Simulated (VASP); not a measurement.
# PtPb: single point with LDA

PtPb:

```
Pt Pb
1.0
     4.26412    0.00000    0.00000
    -2.13206    3.69284    0.00000
     0.00000    0.00000    5.47413
Pt Pb
2 2
Direct
  0.33333 0.66667 0.25000
  0.66667 0.33333 0.75000
  0.00000 0.00000 0.00000
  0.00000 0.00000 0.50000
```

- Program: VASP 6.6.1
- Task: single point
- Functional: LDA
- Potentials or basis: VASP PAW LDA potentials, release 64 (Pt, Pb_d)
- Cutoff: 520 eV
- k mesh: 10 × 10 × 7
- Occupations: fermi-dirac, width 0.05 eV
- Spin: no spin polarisation

The pressure is 5.6 GPa and the band gap on the k mesh is zero (bands 24 and 25 overlap by 2.81 eV).

Stress tensor (GPa, compression positive):
```
-3.02  0.00  0.00
 0.00 -3.02  0.00
 0.00  0.00 22.72
```

Levels at points of the mesh, in eV from the Fermi level:
```
           k point  band 20  band 21  band 22  band 23  band 24  band 25  band 26  band 27  band 28  band 29
(0.00, 0.00, 0.00)    -2.60    -2.60    -2.29    -1.34     1.94     3.27     3.27     5.30     5.54     5.54
(0.50, 0.00, 0.00)    -2.17    -2.01    -1.77    -0.90    -0.82    -0.19     0.77     0.78     5.52     6.80
```

Run time: 38 s on 1 thread of Intel(R) Xeon(R) 6975P-C (Granite Rapids), on a shared host, peak memory 0.25 GiB.

Caveat: the cell stands under pressure; spin-orbit coupling is left out, which moves the levels of the heavy elements.
